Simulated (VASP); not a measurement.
The system is Si2C.

```
CELL_PARAMETERS angstrom
2.73645 0.00000 0.00000
-1.36823 2.36984 0.00000
0.00000 0.00000 13.32507
ATOMIC_POSITIONS crystal
Si 0.33333 0.66667 0.00000
Si 0.33333 0.66667 0.33333
Si 0.33333 0.66667 0.66667
Si 0.66667 0.33333 0.50000
C 0.66667 0.33333 0.16667
C 0.66667 0.33333 0.83333
```

- Program: VASP 6.6.1
- Task: relaxation of cell and atoms
- Functional: PBE
- Potentials or basis: VASP PAW PBE potentials, release 64 (Si, C)
- Cutoff: 600 eV
- k mesh: 6 × 6 × 2
- Occupations: gaussian, width 0.1 eV
- Spin: no spin polarisation

At the start: pressure -13.4 GPa; volume 14.40 Å³/atom.

Q: Where does the relaxation end?

A: Over 33 steps the energy falls by 1273.7 meV/atom and the volume is 12.10 Å³/atom (-16.0 %); space group P-6m2 (No. 187, to 0.05 Å).

The path:
```csv
step,energy change (eV),largest force (eV/Å),pressure (GPa),volume (Å³)
1,0.0000,1.5249,-13.36,86.41
2,-1.4807,2.5104,-4.89,72.16
3,-1.8648,2.6501,6.47,64.75
4,-3.1864,2.8004,7.18,62.90
5,-3.8182,8.1127,69.92,55.50
6,-4.3940,3.5133,13.00,61.04
7,-6.2182,0.8410,28.12,58.45
8,-6.2336,1.7039,40.09,57.27
9,-6.3371,1.1014,33.65,57.85
10,-6.6670,1.9999,31.90,59.42
11,-6.6734,2.4526,31.66,59.75
12,-7.1253,1.7338,20.92,62.19
13,-7.5694,0.4609,2.70,67.82
14,-7.5794,0.2918,0.37,68.77
15,-7.5796,0.2591,-0.07,68.95
16,-7.5818,0.2296,-0.07,68.94
17,-7.5873,0.2251,-0.04,68.88
18,-7.5930,0.2215,0.06,68.77
19,-7.5962,0.1930,0.23,68.76
20,-7.6003,0.1201,0.68,68.72
21,-7.6004,0.1063,0.77,68.72
22,-7.6030,0.0980,0.52,68.93
23,-7.6075,0.1003,-0.13,69.55
24,-7.6080,0.2908,-1.04,70.82
25,-7.6097,0.2951,-0.98,70.91
26,-7.6140,0.2897,-0.86,71.18
27,-7.6202,0.2732,-0.60,71.72
28,-7.6326,0.1867,0.02,72.81
29,-7.6355,0.1728,0.07,72.74
30,-7.6400,0.1373,0.24,72.51
31,-7.6401,0.1318,0.27,72.47
32,-7.6419,0.0481,0.20,72.54
33,-7.6423,0.0167,0.15,72.59
```

Final structure:
```xyz
6
Lattice="2.9918 0.0000 0.0000 -1.4959 2.5910 0.0000 0.0000 0.0000 9.3645" Properties=species:S:1:pos:R:3 pbc="T T T"
Si    0.0000    1.7273    0.0000
Si    0.0000    1.7273    2.5974
Si    0.0000    1.7273    6.7671
Si    1.4959    0.8637    4.6823
C     1.4959    0.8637    1.8337
C     1.4959    0.8637    7.5308
```

Caveat: the k points lie up to 0.40 Å⁻¹ apart in the final cell; the volume moved by over 15 % at a fixed basis, so the end points are rough.
